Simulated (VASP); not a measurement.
Crystal: HfO2.

```xyz
6
Lattice="3.6043 0.0000 0.0000 0.0000 3.6043 0.0000 0.0000 0.0000 5.2640" Properties=species:S:1:pos:R:3 pbc="T T T"
Hf    1.8729    1.7314    2.6320
Hf    0.0000    0.0000    0.0000
O     0.0000    1.8022    3.6493
O     1.8022    0.0000    4.2467
O     1.8022    0.0000    1.6147
O     0.0000    1.8022    1.0173
```

This cell differs from its parent crystal: atom 1 (Hf) moved +0.100 Å along Cartesian [1 -1 0].

Base run:

```yaml
Program: VASP 6.6.1
Functional: PBE
Potentials_or_basis: VASP PAW PBE potentials, release 64 (Hf_pv, O)
Cutoff: 520 eV
k_mesh: 6 × 6 × 4
Occupations: gaussian, width 0.05 eV
Spin: no spin polarisation
```

Its results: band gap on the k mesh 4.67 eV, indirect (least direct gap 4.74 eV); pressure -2.5 GPa; largest force 0.970 eV/Å.

**Question.** The run is repeated on the same cell with these changes: k mesh from 6 × 6 × 4 to 6 × 6 × 4, shifted; further incar settings from ALGO = Normal; EDIFF = 1e-06; NBANDS = 31 to ALGO = Normal; EDIFF = 1e-07; NBANDS = 31. What comes out?

**Answer.** Band gap on the k mesh 4.95 eV, indirect (least direct gap 4.96 eV); pressure -2.5 GPa; largest force 0.970 eV/Å.

Caveats: spin-orbit coupling is left out, which moves the levels of the heavy elements.

A k mesh can miss the band edges.
